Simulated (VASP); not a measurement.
# ScAl3 (Pm-3m) in VASP: further runs, part 2 of 2

VASP 6.6.1. Earlier steps stand in the parts before.

**5. Single point, BLYP**

Input file INCAR:

```
SYSTEM = ScAl3
PREC = Accurate
ENCUT = 520
EDIFF = 1E-7
ISMEAR = -1
SIGMA = 0.05
LREAL = .False.
LASPH = .True.
NELM = 100
ALGO = Normal
ISIF = 2
LWAVE = .False.
LCHARG = .False.
GGA = B5
ALDAX = 1.0
AGGAX = 1.0
AGGAC = 1.0
ALDAC = 0.0
NBANDS = 18
```

Input file KPOINTS:

```
regular mesh
0
Gamma
  4 4 4
  0 0 0
```

Input file POSCAR:

```
ScAl3
1.0
    4.0878065700      0.0000000000      0.0000000000
    0.0000000000      4.0878065700      0.0000000000
    0.0000000000      0.0000000000      4.0878065700
Sc Al
1 3
Direct
    0.0000000000      0.0000000000      0.0000000000
    0.5000000000      0.5000000000      0.0000000000
    0.0000000000      0.5000000000      0.5000000000
    0.5000000000      0.0000000000      0.5000000000
```

Potentials or basis: VASP PAW PBE potentials, release 64 (Sc_sv, Al).

Started as:

```
$ cat potpaw_PBE.64/Sc_sv/POTCAR potpaw_PBE.64/Al/POTCAR > POTCAR
$ mpirun -np 1 vasp_std > vasp.out
```

OUTCAR:

```text
SYSTEM = ScAl3
   PREC = Accurate
   ENCUT = 520
   EDIFF = 1E-7
   ISMEAR = -1
   LREAL = .False.
   LASPH = .True.
   NELM = 100
   ISIF = 2
   GGA = B5

 ion  position               nearest neighbor table
   1  0.000  0.000  0.000-   2 2.89   3 2.89   4 2.89   3 2.89   4 2.89   2 2.89   3 2.89   3 2.89
                             2 2.89   4 2.89   4 2.89   2 2.89
   2  0.500  0.500  0.000-   1 2.89   3 2.89   4 2.89   3 2.89   4 2.89   1 2.89   4 2.89   4 2.89
                             1 2.89   3 2.89   3 2.89   1 2.89
[... 396 lines left out ...]
  Direction    XX          YY          ZZ          XY          YZ          ZX
  --------------------------------------------------------------------------------------
  -------------------------------------------------------------------------------------
  Total        1.7842684      1.7842684      1.7842684      0.0000000      0.0000000      0.0000000
  in kB       41.8504135     41.8504135     41.8504135      0.0000000      0.0000000      0.0000000
  external PRESSURE =      41.8504135 kB  Pullay stress =       0.0000000 kB

 VOLUME and BASIS-vectors are now :
 -----------------------------------------------------------------------------
  energy-cutoff  :      520.00
  volume of cell :       68.31
      direct lattice vectors                 reciprocal lattice vectors
     4.087806570  0.000000000  0.000000000     0.244629970  0.000000000  0.000000000
     0.000000000  4.087806570  0.000000000     0.000000000  0.244629970  0.000000000
     0.000000000  0.000000000  4.087806570     0.000000000  0.000000000  0.244629970

 POSITION                                       TOTAL-FORCE (eV/Angst)
 -----------------------------------------------------------------------------------
      0.00000      0.00000      0.00000         0.000000      0.000000      0.000000
      2.04390      2.04390      0.00000         0.000000      0.000000      0.000000
      0.00000      2.04390      2.04390         0.000000      0.000000      0.000000
      2.04390      0.00000      2.04390         0.000000      0.000000      0.000000
 -----------------------------------------------------------------------------------
    total drift:                               -0.000000     -0.000000      0.000000

  FREE ENERGIE OF THE ION-ELECTRON SYSTEM (eV)
  ---------------------------------------------------
  free  energy   TOTEN  =       -15.1380059610 eV

  energy  without entropy=      -15.1037181238  energy(sigma->0) =      -15.12086204
```

OSZICAR:

```text
N       E                     dE             d eps       ncg     rms          rms(c)
DAV:   1     0.114775684638E+03    0.11478E+03   -0.83107E+03   368   0.101E+03
DAV:   2    -0.108484168231E+02   -0.12562E+03   -0.12240E+03   360   0.296E+02
DAV:   3    -0.158838446401E+02   -0.50354E+01   -0.48914E+01   536   0.555E+01
DAV:   4    -0.160048169077E+02   -0.12097E+00   -0.12066E+00   552   0.836E+00
DAV:   5    -0.160065045948E+02   -0.16877E-02   -0.16875E-02   510   0.893E-01    0.839E+00
DAV:   6    -0.151694242053E+02    0.83708E+00   -0.35936E+00   528   0.199E+01    0.274E+00
DAV:   7    -0.151448898716E+02    0.24534E-01   -0.20262E-01   578   0.425E+00    0.202E+00
DAV:   8    -0.151397780010E+02    0.51119E-02   -0.77680E-02   556   0.250E+00    0.461E-01
DAV:   9    -0.151411329056E+02   -0.13549E-02   -0.54794E-02   536   0.248E+00    0.439E-01
DAV:  10    -0.151381342782E+02    0.29986E-02   -0.22468E-02   536   0.151E+00    0.848E-02
DAV:  11    -0.151380076455E+02    0.12663E-03   -0.11219E-03   572   0.327E-01    0.206E-02
DAV:  12    -0.151380078990E+02   -0.25352E-06   -0.27206E-05   498   0.439E-02    0.100E-02
DAV:  13    -0.151380057479E+02    0.21512E-05   -0.11960E-05   550   0.316E-02    0.184E-03
DAV:  14    -0.151380059476E+02   -0.19970E-06   -0.50252E-07   542   0.706E-03    0.246E-03
DAV:  15    -0.151380059610E+02   -0.13420E-07   -0.22334E-07   380   0.471E-03
   1 F= -.15138006E+02 E0= -.15120862E+02  d E =-.342878E-01
```

stdout:

```text
POSCAR found type information on POSCAR ScAl
 POSCAR found :  2 types and       4 ions
 scaLAPACK will be used
 -----------------------------------------------------------------------------
|                                                                             |
|                                                                             |
|     You enforced a specific xc type in the INCAR file but a different       |
|     I HOPE YOU KNOW WHAT YOU ARE DOING!                                     |
|                                                                             |
 -----------------------------------------------------------------------------

 LDA part: xc-table for (Slater(with rela. corr.)+VWN5), standard interpolation
 POSCAR, INCAR and KPOINTS ok, starting setup
 FFT: planning ... GRIDC
 FFT: planning ... GRID_SOFT
 FFT: planning ... GRID
 WAVECAR not read
 entering main loop
```

Wall time 24 s (1 thread of AMD EPYC 7R13 (Zen 3), shared host); peak memory 0.13 GiB.

Results:

* Free energy: -15.1380 eV
* Pressure: 4.2 GPa
* Band gap on the k mesh: zero (band 10 reaches 8.41 eV, above the bottom of band 11 at 4.85 eV)

Caveat: the k points lie up to 0.38 Å⁻¹ apart; the PAW data sets were made with another functional, which shifts forces and pressure a little.

**6. Summary**

```tsv
level	gap on the mesh (eV)	pressure (GPa)
PBEsol	none	-0.8
RPBE	none	3.4
revPBE	none	2.9
BLYP	none	4.2
```

Alike in all rows: task single point; potentials or basis VASP PAW PBE potentials, release 64 (Sc_sv, Al); no spin polarisation; cell as given; k mesh 4 × 4 × 4; cutoff (eV) 520; smearing fermi-dirac 0.05 eV.

Caveats: all runs use coarse meshes; the PAW data sets were made with another functional, which shifts forces and pressure a little.

Total energies depend on the potentials used, so only differences within one code and one set of settings carry meaning.
